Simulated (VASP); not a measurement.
# Cd (P2_1/m) in VASP: single point with PBE

Aim: the single point of Cd with PBE.

Program: VASP 6.6.1. These are calculated values, not measurements. Logs are shortened: lines on timing, memory, paths and dates and some standing lists are left out, and cuts for length are marked.

## 1. The cell of the first run

Symmetry: P2_1/m, No. 11, monoclinic system. The conventional cell has a = 3.048 Å, b = 5.592 Å, c = 3.062 Å, α = 90.00°, β = 119.57°, γ = 90.00°. Cd (site symmetry m) has 12 Cd at 3.05 to 3.31 Å within 4.0 Å.

## 2. Single point, PBE (xy shear strain of +1 %)

The input, INCAR:

```
PREC = Accurate
ENCUT = 520
EDIFF = 1E-6
ISMEAR = -1
SIGMA = 0.05
LREAL = False
LASPH = True
NELM = 80
ALGO = Normal
ISIF = 2
LWAVE = False
LCHARG = False
GGA = PE
NBANDS = 19
```

The input, KPOINTS:

```
regular mesh
0
Gamma
  14 14 8
```

The input, POSCAR:

```
Cd
1.0
    3.0615656364      0.0153078282      0.0000000000
   -1.5175258501      2.6437397024      0.0000000000
    0.0000000000      0.0000000000      5.5917793960
Cd
2
Direct
    0.3333333333      0.6666666667      0.2500000000
    0.6666666667      0.3333333333      0.7500000000
```

Potentials or basis: VASP PAW PBE potentials, release 64 (Cd).

Launch:

```
> cat potpaw_PBE.64/Cd/POTCAR > POTCAR
> mpirun -np 1 vasp_std > vasp.out
```

OUTCAR:

```text
PREC = Accurate
   ENCUT = 520
   EDIFF = 1E-6
   ISMEAR = -1
   LREAL = False
   LASPH = True
   NELM = 80
   ISIF = 2
   GGA = PE

 ion  position               nearest neighbor table
   1  0.333  0.667  0.250-   2 3.30   2 3.30   2 3.31   2 3.31   2 3.31   2 3.31
   2  0.667  0.333  0.750-   1 3.30   1 3.30   1 3.31   1 3.31   1 3.31   1 3.31

  Warning from LATTYP: Monoclinic adjustment (A1->A3, A2->A1, A3->A2)!
  LATTYP: Found a simple monoclinic cell.
 ALAT       =     3.0483182773
 B/A-ratio  =     1.8343817434
 C/A-ratio  =     1.0043583469
 COS(beta)  =    -0.4934813924

  Lattice vectors:

 A1 = (  -1.5175258501,   2.6437397024,   0.0000000000)
 A2 = (   0.0000000000,   0.0000000000,   5.5917793960)
 A3 = (   3.0615656364,   0.0153078282,   0.0000000000)

Analysis of symmetry for initial positions (statically):
=====================================================================
 Subroutine PRICEL returns:
 Original cell was already a primitive cell.

 Routine SETGRP: Setting up the symmetry group for a
 simple monoclinic supercell.

 Subroutine GETGRP returns: Found  4 space group operations
 (whereof  2 operations were pure point group operations)
 out of a pool of  4 trial point group operations.

The static configuration has the point symmetry S_2 .
 The point group associated with its full space group is C_2h.

Analysis of symmetry for dynamics (positions and initial velocities):
=====================================================================
 Subroutine PRICEL returns:
 Original cell was already a primitive cell.

 Routine SETGRP: Setting up the symmetry group for a
 simple monoclinic supercell.

 Subroutine GETGRP returns: Found  4 space group operations
 (whereof  2 operations were pure point group operations)
 out of a pool of  4 trial point group operations.

The dynamic configuration has the point symmetry S_2 .
 The point group associated with its full space group is C_2h.

 Subroutine INISYM returns: Found  4 space group operations
 (whereof  2 operations are pure point group operations),
 and found     1 'primitive' translations

----------------------------------------------------------------------------------------

                                     Primitive cell

  volume of cell :      45.3897

  direct lattice vectors                    reciprocal lattice vectors
     3.061565636  0.015307828  0.000000000     0.325695509  0.186951595  0.000000000
    -1.517525850  2.643739702  0.000000000    -0.001885848  0.377169574  0.000000000
     0.000000000  0.000000000  5.591779396     0.000000000  0.000000000  0.178833951

  length of vectors
     3.061603906  3.048318277  5.591779396     0.375537566  0.377174289  0.178833951

  position of ions in fractional coordinates (direct lattice)
     0.333333333  0.666666667  0.250000000
     0.666666667  0.333333333  0.750000000

  ion indices of the primitive-cell ions
   primitive index   ion index
                 1           1
                 2           2

----------------------------------------------------------------------------------------

 KPOINTS: regular mesh

Automatic generation of k-mesh.
 Grid dimensions read from file:
 generate k-points for:   14   14    8

 Generating k-lattice:

  Cartesian coordinates                     Fractional coordinates (reciprocal lattice)
     0.023263965  0.013353685  0.000000000     0.071428571  0.000000000  0.000000000
    -0.000134703  0.026940684  0.000000000     0.000000000  0.071428571  0.000000000
     0.000000000  0.000000000  0.022354244     0.000000000  0.000000000  0.125000000

  Length of vectors
     0.026824112  0.026941021  0.022354244

  Shift w.r.t. Gamma in fractional coordinates (k-lattice)
     0.000000000  0.000000000  0.000000000

 Subroutine IBZKPT returns following result:
 ===========================================

 Found    500 irreducible k-points:

 Following reciprocal coordinates:
            Coordinates               Weight
  0.000000  0.000000  0.000000      1.000000
  0.071429  0.000000  0.000000      2.000000
  0.142857  0.000000  0.000000      2.000000
  0.214286  0.000000  0.000000      2.000000
  0.285714  0.000000  0.000000      2.000000
  0.357143  0.000000  0.000000      2.000000
[... 16 lines left out ...]
 -0.000000  0.142857  0.000000      2.000000
  0.071429  0.142857  0.000000      2.000000
 [... further k-points ...]
   k-points           NKPTS =    500   k-points in BZ     NKDIM =    500   number of bands    NBANDS=     19
   number of dos      NEDOS =    301   number of ions     NIONS =      2
   total plane-waves  NPLWV =  24192
   dimension x,y,z NGX =    24 NGY =   24 NGZ =   42
   dimension x,y,z NGXF=    48 NGYF=   48 NGZF=   84
   ions per type =               2
   NGX,Y,Z   is equivalent  to a cutoff of  13.03, 13.09, 12.49 a.u.
   NGXF,Y,Z  is equivalent  to a cutoff of  26.06, 26.18, 24.97 a.u.
 SYSTEM =  unknown system
   PREC   = accura    normal or accurate (medium, high low for compatibility)
   ISTART =      0    job   : 0-new  1-cont  2-samecut
   ICHARG =      2    charge: 1-file 2-atom 10-const
   ISPIN  =      1    spin polarized calculation?
   LNONCOLLINEAR =      F non collinear calculations
   LSORBIT =      F    spin-orbit coupling
   LASPH  =      T    aspherical Exc in radial PAW
   ENCUT  =  520.0 eV  38.22 Ry    6.18 a.u.   5.69  5.67 10.40*2*pi/ulx,y,z
   NELM   =     80;   NELMIN=  2; NELMDL= -5     # of ELM steps
   EDIFF  = 0.1E-05   stopping-criterion for ELM
   LREAL  =      F    real-space projection
   EDIFFG = 0.1E-04   stopping-criterion for IOM
   NSW    =      0    number of steps for IOM
   IBRION =     -1    ionic relax: 0-MD 1-quasi-New 2-CG
   NFREE  =      0    steps in history (QN), initial steepest desc. (CG)
   ISIF   =      2    stress and relaxation
   ISYM   =      2    0-nonsym 1-usesym 2-fastsym
   POTIM  = 0.5000    time-step for ionic-motion
   TEBEG  =    0.0;   TEEND  =   0.0 temperature during run
   PSTRESS=    0.0 pullay stress
   NELECT =      24.0000    total number of electrons
   NUPDOWN=      -1.0000    fix difference up-down
   EMIN   =  10.00;   EMAX   =-10.00  energy-range for DOS
   EFERMI =   0.00;   METHOD = LEGACY
   ISMEAR =    -1;   SIGMA  =   0.05  broadening in eV -4-tet -1-fermi 0-gaus
   EFERMI_NEDOS =   21; number of points for ismear=-14 and -15
   IALGO  =     38    algorithm
   IMIX   =      4    mixing-type and parameters
     AMIX     =   0.40;   BMIX     =  1.00
     AMIX_MAG =   1.60;   BMIX_MAG =  1.00
  volume/ion in A,a.u.               =      22.69       153.15
  Fermi-wavevector in a.u.,A,eV,Ry     =   1.323812  2.501642 23.843908  1.752478
  Thomas-Fermi vector in A             =   2.453392
   LORBIT       =      0    0 simple, 1 ext, 2 COOP (PROOUT), +10 PAW based schemes
   GGA     = PE    functional components
   LHFCALC =     F    Hartree Fock is set to
   AEXX    =    0.0000 exact exchange contribution
   IVDW    =     0    specifies the selected vdW correction
   LEPSILON=     F    determine dielectric tensor
   LRPA    =     F    only Hartree local field effects (RPA)
 non-spin polarized calculation
  energy-cutoff  :      520.00
  volume of cell :       45.39
 maximum number of plane-waves:      1240
   NGX = 11   NGY = 11   NGZ = 21

 number of electron      24.0000016 magnetization

 Free energy of the ion-electron system (eV)
  ---------------------------------------------------
  ext. energy  EPLUGINS =         0.00000000
  ---------------------------------------------------
  free energy    TOTEN  =        -1.49057583 eV

  energy without entropy =       -1.48564502  energy(sigma->0) =       -1.48811043

 E-fermi :   2.6272     XC(G=0): -10.7761

 val. band max:        2.6207819138   @ k =  -0.4286   0.2857   0.0000
 cond. band min:       2.6312182413   @ k =  -0.1429   0.4286   0.0000
 fundamental gap:      0.0104363275
 Fermi energy:         2.6272210002

 k-point     1 :       0.0000    0.0000    0.0000
  band No.  band energies     occupation
      1      -7.0149      2.00000
      2      -6.7408      2.00000
      3      -6.5105      2.00000
      4      -6.4625      2.00000
      5      -6.4564      2.00000
      6      -6.4108      2.00000
[... 11 lines left out ...]
     18      17.7706      0.00000
     19      17.7781      0.00000

 k-point     2 :       0.0714    0.0000    0.0000
  band No.  band energies     occupation
      1      -6.9734      2.00000
      2      -6.7124      2.00000
      3      -6.5193      2.00000
      4      -6.4667      2.00000
      5      -6.4251      2.00000
      6      -6.3751      2.00000
[... 11 lines left out ...]
     18      17.6834      0.00000
     19      18.2102      0.00000

 k-point     3 :       0.1429    0.0000    0.0000
  band No.  band energies     occupation
      1      -6.8897      2.00000
      2      -6.6640      2.00000
      3      -6.5554      2.00000
      4      -6.4533      2.00000
      5      -6.3143      2.00000
      6      -6.2694      2.00000
[... 11 lines left out ...]
     18      16.3635      0.00000
     19      16.8381      0.00000

 k-point     4 :       0.2143    0.0000    0.0000
  band No.  band energies     occupation
      1      -6.8930      2.00000
      2      -6.6574      2.00000
      3      -6.5488      2.00000
      4      -6.3739      2.00000
      5      -6.3411      2.00000
      6      -6.1745      2.00000
[... 11 lines left out ...]
     18      15.4225      0.00000
     19      15.5147      0.00000

 k-point     5 :       0.2857    0.0000    0.0000
  band No.  band energies     occupation
      1      -6.9784      2.00000
      2      -6.7610      2.00000
      3      -6.5615      2.00000
      4      -6.4148      2.00000
      5      -6.2347      2.00000
      6      -6.2269      2.00000
[... 11 lines left out ...]
     18      15.0948      0.00000
     19      16.3323      0.00000
[... 334 lines left out ...]
      2      -6.6732      2.00000
      3      -6.5165      2.00000
      4      -6.4713      2.00000
      5      -6.3585      2.00000
      6      -6.3288      2.00000
[... 11 lines left out ...]
     18      17.3292      0.00000
     19      17.7250      0.00000

 k-point    22 :      -0.0714    0.0714    0.0000
  band No.  band energies     occupation
      1      -6.9704      2.00000
      2      -6.7084      2.00000
      3      -6.4862      2.00000
      4      -6.4597      2.00000
      5      -6.4349      2.00000
      6      -6.4084      2.00000
[... 11 lines left out ...]
     18      17.7103      0.00000
     19      18.1595      0.00000

 k-point    23 :      -0.0000    0.1429    0.0000
  band No.  band energies     occupation
      1      -6.8816      2.00000
      2      -6.6575      2.00000
      3      -6.5390      2.00000
      4      -6.4483      2.00000
      5      -6.3294      2.00000
      6      -6.2840      2.00000
[... 11 lines left out ...]
     18      16.4887      0.00000
     19      16.9552      0.00000

 k-point    24 :       0.0714    0.1429    0.0000
  band No.  band energies     occupation
      1      -6.8223      2.00000
      2      -6.6459      2.00000
      3      -6.5566      2.00000
      4      -6.4476      2.00000
      5      -6.2817      2.00000
      6      -6.2141      2.00000
[... 11 lines left out ...]
     18      16.0107      0.00000
     19      16.6654      0.00000

 [... further k-points ...]
[... 5 lines left out ...]
  --------------------------------------------------------------------------------------
  -------------------------------------------------------------------------------------
  Total        0.0992437      0.0846844      0.0446929     -0.0253927      0.0000000      0.0000000
  in kB        3.5031328      2.9892131      1.5775819     -0.8963195      0.0000000      0.0000000
  external PRESSURE =       2.6899759 kB  Pullay stress =       0.0000000 kB

 VOLUME and BASIS-vectors are now :
 -----------------------------------------------------------------------------
  energy-cutoff  :      520.00
  volume of cell :       45.39
      direct lattice vectors                 reciprocal lattice vectors
     3.061565636  0.015307828  0.000000000     0.325695509  0.186951595  0.000000000
    -1.517525850  2.643739702  0.000000000    -0.001885848  0.377169574  0.000000000
     0.000000000  0.000000000  5.591779396     0.000000000  0.000000000  0.178833951

 POSITION                                       TOTAL-FORCE (eV/Angst)
 -----------------------------------------------------------------------------------
      0.00884      1.76760      1.39794         0.006568      0.000404      0.000000
      1.53520      0.89145      4.19383        -0.006568     -0.000404      0.000000
 -----------------------------------------------------------------------------------
    total drift:                               -0.000000      0.000000     -0.000000

  FREE ENERGIE OF THE ION-ELECTRON SYSTEM (eV)
  ---------------------------------------------------
  free  energy   TOTEN  =        -1.4905758347 eV

  energy  without entropy=       -1.4856450181  energy(sigma->0) =       -1.48811043
```

Run time: 7.2 min. Hardware: 1 thread of AMD EPYC 7R43 (Zen 3), shared host; peak memory 0.39 GiB.

What came out:

- Free energy: -1.4906 eV
- Pressure: 0.3 GPa
- Largest force: 0.007 eV/Å
- Band gap on the k mesh: zero (bands 12 and 13 overlap by 3.80 eV)

Forces in eV/Å, atoms in the order of the input:
```
Cd   0.007  0.000  0.000
Cd  -0.007  0.000  0.000
```

Caveat: the cell differs from its parent crystal (xy shear strain of +1 %).
